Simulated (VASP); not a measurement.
A run of VASP 6.6.1:

The input INCAR:

```
PREC = Accurate ; ENCUT = 520
EDIFF = 1E-6 ; ISMEAR = 0
SIGMA = 0.1 ; LREAL = F
LASPH = T ; NELM = 100
ALGO = Normal ; ISIF = 2
LWAVE = F ; LCHARG = F
LDIPOL = T ; IDIPOL = 3
DIPOL = 0.5 0.5 0.499 ; GGA = PE
NBANDS = 36
```

KPOINTS

```
Automatic mesh
0
Gamma
  9 9 1
```

POSCAR

```
W
1.0
    3.1836991705      0.0000000000      0.0000000000
    0.0000000000      3.1836991705      0.0000000000
    0.0000000000      0.0000000000     18.7755487558
W
4
Direct
    0.5000000000      0.5000000000      0.3728253214
    0.0000000000      0.0000000000      0.4576084405
    0.5000000000      0.5000000000      0.5459346839
    0.0000000000      0.0000000000      0.6200925061
```

Potentials or basis: VASP PAW PBE potentials, release 64 (W_sv).

Command:

```bash
$ cat potpaw_PBE.64/W_sv/POTCAR > POTCAR
$ mpirun -np 1 vasp_std > vasp.out
```

Hardware: 1 thread of Intel(R) Xeon(R) Platinum 8124M CPU @ 3.00GHz (Skylake/Cascade Lake) (shared host).

Q: How long does it take, and how much memory?

A: Wall time 2.2 min on 1 thread of Intel(R) Xeon(R) Platinum 8124M CPU @ 3.00GHz (Skylake/Cascade Lake), on a shared host, peak memory 0.3 GiB. Counts: scf iterations 31, k points 15.
